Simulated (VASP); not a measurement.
# Mo in VASP: relaxation of the atoms with PBEsol

Aim: the relaxation of the atoms of Mo with PBEsol.

All numbers are computed with VASP 6.6.1; they aren't measurements. Logs are shortened: lines on timing, memory, paths and dates and some standing lists are left out, and cuts for length are marked.

## Step 1: The cell of the first run

The cell holds a slab with vacuum, 3 atoms: a = 2.715 Å, b = 2.715 Å, c = 16.434 Å, α = 90.00°, β = 90.00°, γ = 109.47°.

## Step 2: Relaxation of the atoms, PBEsol

INCAR

```
SYSTEM = Mo
  PREC = Accurate
  ENCUT = 520
  EDIFF = 1E-7
  ISMEAR = 1
  SIGMA = 0.1
  LREAL = .FALSE.
  LASPH = .TRUE.
  NELM = 60
  ALGO = Fast
  ISIF = 2
  LWAVE = .FALSE.
  LCHARG = .FALSE.
  GGA = PS
  IBRION = 2
  NSW = 60
  EDIFFG = -0.02
```

KPOINTS

```
regular mesh
0
G
  16 16 1
  0 0 0
```

POSCAR

```
Mo
1.0
    2.7149896409      0.0000000000      0.0000000000
   -0.9049965470      2.5597167812      0.0000000000
    0.0000000000      0.0000000000     16.4335595180
Mo
3
Direct
    0.0000000000      0.0000000000      0.3651065366
    0.5000000000      0.5000000000      0.5000000000
    0.0000000000      0.0000000000      0.6348934634
```

Potentials or basis: VASP PAW PBE potentials, release 64 (Mo_sv).

Run with:

```bash
> cat potpaw_PBE.64/Mo_sv/POTCAR > POTCAR
> mpirun -np 1 vasp_std > vasp.out
```

OUTCAR:

```text
SYSTEM = Mo
   PREC = Accurate
   ENCUT = 520
   EDIFF = 1E-7
   ISMEAR = 1
   LREAL = .FALSE.
   LASPH = .TRUE.
   NELM = 60
   ISIF = 2
   GGA = PS
   IBRION = 2
   NSW = 60
   EDIFFG = -0.02

 ion  position               nearest neighbor table
   1  0.000  0.000  0.365-   2 2.71   2 2.71   2 3.14   2 3.14
   2  0.500  0.500  0.500-   1 2.71   3 2.71   1 2.71   3 2.71   1 3.14   3 3.14   1 3.14   3 3.14

   3  0.000  0.000  0.635-   2 2.71   2 2.71   2 3.14   2 3.14

  LATTYP: Found a base centered orthorhombic cell.
 ALAT       =     3.1350000000
 B/A-ratio  =     1.4142135624
 C/A-ratio  =     5.2419647586

  Lattice vectors:

 A1 = (   2.7149896409,   0.0000000000,   0.0000000000)
 A2 = (  -0.9049965470,   2.5597167812,   0.0000000000)
 A3 = (   0.0000000000,   0.0000000000,  16.4335595180)

Analysis of symmetry for initial positions (statically):
=====================================================================
 Subroutine PRICEL returns:
 Original cell was already a primitive cell.

 Routine SETGRP: Setting up the symmetry group for a
 base centered orthorhombic supercell.

 Subroutine GETGRP returns: Found  8 space group operations
 (whereof  8 operations were pure point group operations)
 out of a pool of  8 trial point group operations.

The static configuration has the point symmetry D_2h.

Analysis of symmetry for dynamics (positions and initial velocities):
=====================================================================
 Subroutine PRICEL returns:
 Original cell was already a primitive cell.

 Routine SETGRP: Setting up the symmetry group for a
 base centered orthorhombic supercell.

 Subroutine GETGRP returns: Found  8 space group operations
 (whereof  8 operations were pure point group operations)
 out of a pool of  8 trial point group operations.

The dynamic configuration has the point symmetry D_2h.

 Subroutine INISYM returns: Found  8 space group operations
 (whereof  8 operations are pure point group operations),
 and found     1 'primitive' translations

----------------------------------------------------------------------------------------

                                     Primitive cell

  volume of cell :     114.2067

  direct lattice vectors                    reciprocal lattice vectors
     2.714989641  0.000000000  0.000000000     0.368325531  0.130222740  0.000000000
    -0.904996547  2.559716781  0.000000000     0.000000000  0.390668221  0.000000000
     0.000000000  0.000000000 16.433559518     0.000000000  0.000000000  0.060851089

  length of vectors
     2.714989641  2.714989641 16.433559518     0.390668221  0.390668221  0.060851089

  position of ions in fractional coordinates (direct lattice)
     0.000000000  0.000000000  0.365106537
     0.500000000  0.500000000  0.500000000
     0.000000000  0.000000000  0.634893463

  ion indices of the primitive-cell ions
   primitive index   ion index
                 1           1
                 2           2
                 3           3

----------------------------------------------------------------------------------------

 KPOINTS: regular mesh

Automatic generation of k-mesh.
 Grid dimensions read from file:
 generate k-points for:   16   16    1

 Generating k-lattice:

  Cartesian coordinates                     Fractional coordinates (reciprocal lattice)
     0.023020346  0.008138921  0.000000000     0.062500000 -0.000000000  0.000000000
     0.000000000  0.024416764  0.000000000     0.000000000  0.062500000  0.000000000
     0.000000000  0.000000000  0.060851089     0.000000000  0.000000000  1.000000000

  Length of vectors
     0.024416764  0.024416764  0.060851089

  Shift w.r.t. Gamma in fractional coordinates (k-lattice)
     0.000000000  0.000000000  0.000000000

 Subroutine IBZKPT returns following result:
 ===========================================

 Found     73 irreducible k-points:

 Following reciprocal coordinates:
            Coordinates               Weight
  0.000000  0.000000  0.000000      1.000000
  0.062500 -0.000000  0.000000      4.000000
  0.125000 -0.000000  0.000000      4.000000
  0.187500 -0.000000  0.000000      4.000000
  0.250000 -0.000000  0.000000      4.000000
  0.312500  0.000000  0.000000      4.000000
[... 16 lines left out ...]
 -0.125000  0.062500  0.000000      4.000000
 -0.062500  0.062500  0.000000      2.000000
 [... further k-points ...]
   k-points           NKPTS =     73   k-points in BZ     NKDIM =     73   number of bands    NBANDS=     25
   number of dos      NEDOS =    301   number of ions     NIONS =      3
   total plane-waves  NPLWV =  50400
   dimension x,y,z NGX =    20 NGY =   20 NGZ =  126
   dimension x,y,z NGXF=    40 NGYF=   40 NGZF=  252
   ions per type =               3
   NGX,Y,Z   is equivalent  to a cutoff of  12.25, 12.25, 12.75 a.u.
   NGXF,Y,Z  is equivalent  to a cutoff of  24.49, 24.49, 25.49 a.u.
 SYSTEM =  Mo
   PREC   = accura    normal or accurate (medium, high low for compatibility)
   ISTART =      0    job   : 0-new  1-cont  2-samecut
   ICHARG =      2    charge: 1-file 2-atom 10-const
   ISPIN  =      1    spin polarized calculation?
   LNONCOLLINEAR =      F non collinear calculations
   LSORBIT =      F    spin-orbit coupling
   LASPH  =      T    aspherical Exc in radial PAW
   ENCUT  =  520.0 eV  38.22 Ry    6.18 a.u.   5.05  5.05 30.56*2*pi/ulx,y,z
   NELM   =     60;   NELMIN=  2; NELMDL= -5     # of ELM steps
   EDIFF  = 0.1E-06   stopping-criterion for ELM
   LREAL  =      F    real-space projection
   EDIFFG = -.2E-01   stopping-criterion for IOM
   NSW    =     60    number of steps for IOM
   IBRION =      2    ionic relax: 0-MD 1-quasi-New 2-CG
   NFREE  =      1    steps in history (QN), initial steepest desc. (CG)
   ISIF   =      2    stress and relaxation
   ISYM   =      2    0-nonsym 1-usesym 2-fastsym
   POTIM  = 0.5000    time-step for ionic-motion
   TEBEG  =    0.0;   TEEND  =   0.0 temperature during run
   PSTRESS=    0.0 pullay stress
   NELECT =      42.0000    total number of electrons
   NUPDOWN=      -1.0000    fix difference up-down
   EMIN   =  10.00;   EMAX   =-10.00  energy-range for DOS
   EFERMI =   0.00;   METHOD = LEGACY
   ISMEAR =     1;   SIGMA  =   0.10  broadening in eV -4-tet -1-fermi 0-gaus
   EFERMI_NEDOS =   21; number of points for ismear=-14 and -15
   IALGO  =     68    algorithm
   IMIX   =      4    mixing-type and parameters
     AMIX     =   0.40;   BMIX     =  1.00
     AMIX_MAG =   1.60;   BMIX_MAG =  1.00
  volume/ion in A,a.u.               =      38.07       256.90
  Fermi-wavevector in a.u.,A,eV,Ry     =   1.172899  2.216458 18.717433  1.375692
  Thomas-Fermi vector in A             =   2.309321
   LORBIT       =      0    0 simple, 1 ext, 2 COOP (PROOUT), +10 PAW based schemes
   GGA     = PS    functional components
   LHFCALC =     F    Hartree Fock is set to
   AEXX    =    0.0000 exact exchange contribution
   IVDW    =     0    specifies the selected vdW correction
   LEPSILON=     F    determine dielectric tensor
   LRPA    =     F    only Hartree local field effects (RPA)
 conjugate gradient relaxation of ions
 non-spin polarized calculation
 RMM-DIIS sequential band-by-band and
 Methfessel and Paxton  Order N= 1 SIGMA  =   0.10
  energy-cutoff  :      520.00
  volume of cell :      114.21
 maximum number of plane-waves:      3122
   NGX = 11   NGY = 11   NGZ = 61

--------------------------------------- Ionic step        1  -------------------------------------------

 number of electron      41.9999989 magnetization

 Free energy of the ion-electron system (eV)
  ---------------------------------------------------
  ext. energy  EPLUGINS =         0.00000000
  ---------------------------------------------------
  free energy    TOTEN  =       -32.50949364 eV

  energy without entropy =      -32.50977238  energy(sigma->0) =      -32.50958656

------------------------ aborting loop because EDIFF is reached ----------------------------------------

  FORCE on cell =-STRESS in cart. coord.  units (eV):
  Direction    XX          YY          ZZ          XY          YZ          ZX
  --------------------------------------------------------------------------------------
  -------------------------------------------------------------------------------------
  Total       -5.0114485     -4.7665526     -3.0876367      0.3463352      0.0000000      0.0000000
  in kB      -70.3043380    -66.8687547    -43.3156711      4.8586485      0.0000000      0.0000000
  external PRESSURE =     -60.1629213 kB  Pullay stress =       0.0000000 kB
[... 59 lines left out ...]
  energy  without entropy=      -32.5488042330  energy(sigma->0) =      -32.54815805

--------------------------------------- Ionic step        3  -------------------------------------------

 number of electron      41.9999994 magnetization

 Free energy of the ion-electron system (eV)
  ---------------------------------------------------
  ext. energy  EPLUGINS =         0.00000000
  ---------------------------------------------------
  free energy    TOTEN  =       -32.57212941 eV

  energy without entropy =      -32.57350101  energy(sigma->0) =      -32.57258661

 E-fermi :   2.3539     XC(G=0):  -6.7050

 val. band max:        2.3427356117   @ k =   0.3750   0.3750   0.0000
 cond. band min:       2.3640641437   @ k =   0.3750   0.3125   0.0000
 fundamental gap:      0.0213285320
 Fermi energy:         2.3538662622

 k-point     1 :       0.0000    0.0000    0.0000
  band No.  band energies     occupation
      1     -58.7966      2.00000
      2     -58.4976      2.00000
      3     -58.4375      2.00000
      4     -33.4019      2.00000
      5     -32.7053      2.00000
      6     -32.5080      2.00000
[... 661 lines left out ...]
     24       3.3781     -0.00000
     25       3.5263     -0.00000

 [... further k-points ...]
[... 5 lines left out ...]
  --------------------------------------------------------------------------------------
  -------------------------------------------------------------------------------------
  Total       -3.3496684     -3.2329490     -0.0696672      0.1650662      0.0000000      0.0000000
  in kB      -46.9916471    -45.3542200     -0.9773431      2.3156715      0.0000000      0.0000000
  external PRESSURE =     -31.1077367 kB  Pullay stress =       0.0000000 kB
[... 18 lines left out ...]
  FREE ENERGIE OF THE ION-ELECTRON SYSTEM (eV)
  ---------------------------------------------------
  free  energy   TOTEN  =       -32.5721294101 eV

  energy  without entropy=      -32.5735010120  energy(sigma->0) =      -32.57258661

 reached required accuracy - stopping structural energy minimisation
```

Run time: 19 min. Hardware: 1 thread of Oxide Virtual Turin-like, shared host; peak memory 0.29 GiB.

What came out:

| Quantity | Value |
| --- | --- |
| Free energy | -32.5721 eV |
| Energy gained by relaxing | 20.9 meV/atom |
| Ionic steps | 3 |
| Largest force after relaxing | 0.013 eV/Å |
| Band gap on the k mesh | zero (bands 21 and 22 overlap by 2.08 eV) |

Forces on the atoms (eV/Å):
```
Mo   0.000  0.000  0.013
Mo   0.000  0.000  0.000
Mo   0.000  0.000 -0.013
```

The path:
```tsv
step	energy change (eV)	largest force (eV/Å)	pressure (GPa)
1	0.0000	0.6930	-6.02
2	-0.0383	0.4478	-4.94
3	-0.0626	0.0128	-3.11
```

Final structure:
```
CELL_PARAMETERS angstrom
2.71499 0.00000 0.00000
-0.90500 2.55972 0.00000
0.00000 0.00000 16.43356
ATOMIC_POSITIONS crystal
Mo 0.00000 0.00000 0.37027
Mo 0.50000 0.50000 0.50000
Mo 0.00000 0.00000 0.62973
```

Levels at points of the mesh, in eV from the Fermi level:
```
           k point  band 19  band 20  band 21  band 22  band 23  band 24
(0.00, 0.00, 0.00)    -1.36    -1.23    -0.88    -0.19     1.36     1.37
(0.50, 0.00, 0.00)    -1.01     0.28     1.32     1.67     1.77     2.01
(0.50, 0.50, 0.00)    -0.24     0.30     0.84     1.39     2.82     2.99
```

Caveat: there is no dipole correction, which matters where the two faces differ; the PAW data sets were made with another functional, which shifts forces and pressure a little.

The gap in the log of VASP goes by the Fermi energy; the results here count the filled bands.